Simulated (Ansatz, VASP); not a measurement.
H2Os3: VASP beside Ansatz

INCAR

```
SYSTEM = H2Os3
  ALGO = Normal
  EDIFF = 1E-7
  ENCUT = 520
  GGA = PE
  ISIF = 2
  ISMEAR = 0
  LASPH = .True.
  LCHARG = .False.
  LREAL = .False.
  LWAVE = .False.
  NBANDS = 37
  NELM = 100
  PREC = Accurate
  SIGMA = 0.2
```

File KPOINTS:

```
k-points
0
Gamma
  8 4 4
  0 0 0
```

Contents of POSCAR:

```
H2Os3
1.0
    2.8428668012      0.0000000000      0.0000000000
    0.0000000000      4.9239897388      0.0000000000
    0.0000000000      0.0000000000      7.0411633263
H Os
4 6
Direct
    0.5000000000      0.1666666667      0.1925423906
    1.0000000000      0.6666666667      0.1925423906
    0.5000000000      0.1666666667      0.8074576094
    1.0000000000      0.6666666667      0.8074576094
    0.5000000000      0.5000000000      0.3209671784
    0.0000000000      1.0000000000      0.3209671784
    0.5000000000      0.5000000000      0.6790328216
    0.0000000000      0.0000000000      0.6790328216
    1.0000000000      0.3333333333      0.0000000000
    0.5000000000      0.8333333333      1.0000000000
```

Input for Ansatz:

```yaml
crystal:
  lattice:
    - [2.8428668012, 0.0, 0.0]
    - [0.0, 4.9239897388, 0.0]
    - [0.0, 0.0, 7.0411633263]
  atoms:
    - { symbol: H, position: [0.5, 0.1666666667, 0.1925423906] }
    - { symbol: H, position: [1.0, 0.6666666667, 0.1925423906] }
    - { symbol: H, position: [0.5, 0.1666666667, 0.8074576094] }
    - { symbol: H, position: [1.0, 0.6666666667, 0.8074576094] }
    - { symbol: Os, position: [0.5, 0.5, 0.3209671784] }
    - { symbol: Os, position: [0.0, 1.0, 0.3209671784] }
    - { symbol: Os, position: [0.5, 0.5, 0.6790328216] }
    - { symbol: Os, position: [0.0, 0.0, 0.6790328216] }
    - { symbol: Os, position: [1.0, 0.3333333333, 0.0] }
    - { symbol: Os, position: [0.5, 0.8333333333, 1.0] }
basis:
  ecutwfc: 420
kpoints:
  mp_grid: { grid: [8, 4, 4] }
hamiltonian:
  xc: pbe
scf:
  occupations: { method: gaussian, width: 0.2 }
  lower_state_search: "off"
output:
  forces: true
  stress: true
  eigenvalues: true
```

Alike in both runs: task single point; functional PBE; k mesh 8 × 4 × 4; occupations gaussian, width 0.2 eV; no spin polarisation.

|  | VASP | Ansatz |
| --- | --- | --- |
| version | VASP 6.6.1 | Ansatz 0.2.0 |
| potentials or method | VASP PAW PBE potentials, release 64 (H, Os), cutoff 520 eV | scalar-relativistic, plane waves, PAW |
| valence electrons in the cell | 52 | 100 |

|  | VASP | Ansatz | Ansatz less VASP |
| --- | --- | --- | --- |
| gap on the k mesh at the Fermi level (eV) | none | none | - |
| pressure (GPa) | 0.8 | 0.2 | -0.61 |
| traceless stress, the component that is largest in VASP (GPa) | -0.36 | 0.02 | +0.385 |
| rms of the force components (eV/Å) | 0.028 | 0.073 | +0.0448 |

Atom by atom the forces differ by 0.047 eV/Å (rms over components). A gap of «none» marks a metal or a gap that the smearing closes. VASP's potentials hold 52 valence electrons a cell and Ansatz's 100, so a difference there can come from the potentials and not from the codes.

Neither program's run includes spin-orbit coupling.
